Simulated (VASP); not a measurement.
# ZnS: relaxation of cell and atoms with LDA

Crystal: ZnS.

```
Zn S
1.0
     0.00000    2.64834    2.64834
     2.64834    0.00000    2.64834
     2.64834    2.64834    0.00000
Zn S
1 1
Direct
  0.00000 0.00000 0.00000
  0.75000 0.75000 0.75000
```

```
Program                : VASP 6.6.1
Task                   : relaxation of cell and atoms
Functional             : LDA
Potentials or basis    : VASP PAW LDA potentials, release 64 (Zn, S)
Cutoff                 : 600 eV
k mesh                 : 10 × 10 × 10
Occupations            : gaussian, width 0.01 eV
Spin                   : no spin polarisation
Target pressure        : 16 GPa
Dipole correction      : no
Further INCAR settings : ALGO = Normal; EDIFF = 1e-06; IBRION = 2; EDIFFG = -0.001; NSW = 80; ISIF = 3
```

```yaml
Relaxed_volume: 16.25 Å³/atom
Relaxed_cell: a = 3.582 Å, b = 3.582 Å, c = 3.582 Å, α = 60.00°, β = 60.00°, γ = 60.00°
Space_group_after_relaxing_to_0.1_Å: F-43m (No. 216)
Energy_change_on_relaxing_the_run_minimises_the_enthalpy: +104.8 meV/atom
Ionic_steps: 17
Pressure_after_relaxing: 16.0 GPa
Band_gap_on_the_k_mesh: 2.71 eV (least direct gap 2.79 eV)
```

The path:
```
step  energy change (eV)  largest force (eV/Å)  pressure (GPa)  volume (Å³)
   1              0.0000                0.0000            0.27        37.15
   2              0.9856                0.0000           44.55        28.18
   3              0.1963                0.0000           15.38        32.64
   4              0.2075                0.0000           15.90        32.52
   5              0.2164                0.0000           16.32        32.43
   6              0.2029                0.0000           15.68        32.57
   7              0.2096                0.0000           15.97        32.50
   8              0.2102                0.0000           16.02        32.49
   9              0.2099                0.0000           15.98        32.50
  10              0.2107                0.0000           16.10        32.49
  11              0.2101                0.0000           16.02        32.50
  12              0.2100                0.0000           15.99        32.50
  13              0.2100                0.0000           16.02        32.50
  14              0.2100                0.0000           16.01        32.50
  15              0.2100                0.0000           16.01        32.50
  16              0.2100                0.0000           16.02        32.50
  17              0.2095                0.0000           15.99        32.50
```

Final structure:
```
Zn S
1.0
     0.00000    2.53292    2.53292
     2.53292    0.00000    2.53292
     2.53292    2.53292    0.00000
Zn S
1 1
Cartesian
  5.0658 5.0658 5.0658
  3.7994 3.7994 3.7994
```

Levels at points of the mesh, in eV from the valence-band top:
```csv
k point,band 5,band 6,band 7,band 8,band 9,band 10,band 11,band 12,band 13
"(0.00, 0.00, 0.00)",-6.76,-6.76,0.00,0.00,0.00,2.79,6.04,6.04,6.04
"(0.50, 0.00, 0.00)",-6.71,-6.71,-6.42,-1.20,-1.20,3.47,6.61,6.61,9.25
"(0.50, 0.50, 0.00)",-6.64,-6.47,-5.50,-3.04,-3.04,2.71,3.74,12.28,13.13
```

Wall time 4.7 min on 1 thread of Intel Xeon 8259CL, on a shared host, peak memory 0.17 GiB.

Caveat: the cell is relaxed towards a set pressure, so the run minimises the enthalpy, not the energy. LDA usually gives volumes a few per cent too small.
